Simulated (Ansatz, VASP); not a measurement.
**MoS2: VASP beside Ansatz**

INCAR

```
SYSTEM = MoS2
PREC = Accurate
ENCUT = 520
EDIFF = 1E-6
ISMEAR = 0
SIGMA = 0.05
LREAL = .FALSE.
LASPH = .TRUE.
NELM = 80
ALGO = Normal
ISIF = 2
LWAVE = .FALSE.
LCHARG = .FALSE.
GGA = PE
IVDW = 12
NBANDS = 20
```

KPOINTS

```
Automatic mesh
0
G
  12 12 4
  0 0 0
```

Contents of POSCAR:

```
MoS2
1.0
    3.1497239970      0.0000000000      0.0000000000
   -1.5748619985      2.7277409963      0.0000000000
    0.0000000000      0.0000000000      7.2292026430
Mo S
1 2
Direct
    0.0000000000      0.0000000000      0.0000000000
    0.3333333333      0.6666666667      0.2356692374
    0.3333333333      0.6666666667      0.7643307626
```

Input for Ansatz:

```yaml
crystal:
  lattice:
    - [3.149723997, 0.0, 0.0]
    - [-1.5748619985, 2.7277409963, 0.0]
    - [0.0, 0.0, 7.229202643]
  atoms:
    - { symbol: Mo, position: [0.0, 0.0, 0.0] }
    - { symbol: S, position: [0.3333333333, 0.6666666667, 0.2356692374] }
    - { symbol: S, position: [0.3333333333, 0.6666666667, 0.7643307626] }
basis:
  ecutwfc: 420
kpoints:
  mp_grid: { grid: [12, 12, 4] }
hamiltonian:
  xc: pbe
  dispersion: d3bj
scf:
  occupations: { method: gaussian, width: 0.05 }
output:
  forces: true
  stress: true
  eigenvalues: true
```

Change from the starting cell: strain +0.0875 x Voigt [0, 0, 1, 0, 0, 0], atoms carried along.

Alike in both runs: task single point; functional PBE; dispersion D3(BJ); k mesh 12 × 12 × 4; occupations gaussian, width 0.05 eV; no spin polarisation.

|  | VASP | Ansatz |
| --- | --- | --- |
| version | VASP 6.6.1 | Ansatz 0.2.0 |
| potentials or method | VASP PAW PBE potentials, release 64 (Mo_sv, S), cutoff 520 eV | scalar-relativistic, plane waves, PAW |
| valence electrons in the cell | 26 | 26 |

```tsv
	VASP	Ansatz	Ansatz less VASP
gap on the k mesh at the Fermi level (eV)	1.17	1.17	0.000
least direct gap on the mesh (eV)	1.94	1.94	-0.003
pressure (GPa)	-10.4	-10.4	+0.06
traceless stress, the component that is largest in VASP (GPa)	-9.44	-9.41	+0.030
rms of the force components (eV/Å)	0.992	0.988	-0.0034
```

Atom by atom the forces differ by 0.003 eV/Å (rms over components).
